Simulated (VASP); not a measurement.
Al: single point with RPBE

Crystal: Al.

```
CELL_PARAMETERS angstrom
2.81246 0.00000 0.00000
-1.40623 2.43566 0.00000
0.00000 0.00000 4.86685
ATOMIC_POSITIONS crystal
Al 0.66667 0.33333 0.75000
Al 0.33333 0.66667 0.25000
```

```
Program                : VASP 6.6.1
Task                   : single point
Functional             : RPBE
Potentials or basis    : VASP PAW PBE potentials, release 64 (Al)
Cutoff                 : 500 eV
k mesh                 : 9 × 9 × 6
Occupations            : gaussian, width 0.1 eV
Spin                   : no spin polarisation
Dipole correction      : no
Further INCAR settings : ALGO = Normal; EDIFF = 1e-06; NBANDS = 10
```

```yaml
Pressure: 1.4 GPa
Band_gap_on_the_k_mesh: zero (band 3 reaches 11.30 eV, above the bottom of band 4 at 5.14 eV)
```

Stress tensor (GPa, compression positive):
```
1.76 0.00 0.00
0.00 1.76 0.00
0.00 0.00 0.59
```

Levels at points of the mesh, in eV from the Fermi level:
```tsv
k point	band 1	band 2	band 3	band 4	band 5	band 6	band 7
(0.00, 0.00, 0.00)	-11.06	-5.03	-4.84	11.14	11.50	11.50	11.67
(0.00, 0.00, 0.50)	-9.50	-9.50	2.40	2.40	12.48	12.48	12.48
```

Run time: 15 s on 1 thread of AMD EPYC 7R13, on a shared host, peak memory 0.12 GiB.

Caveat: the PAW data sets were made with another functional, which shifts forces and pressure a little.
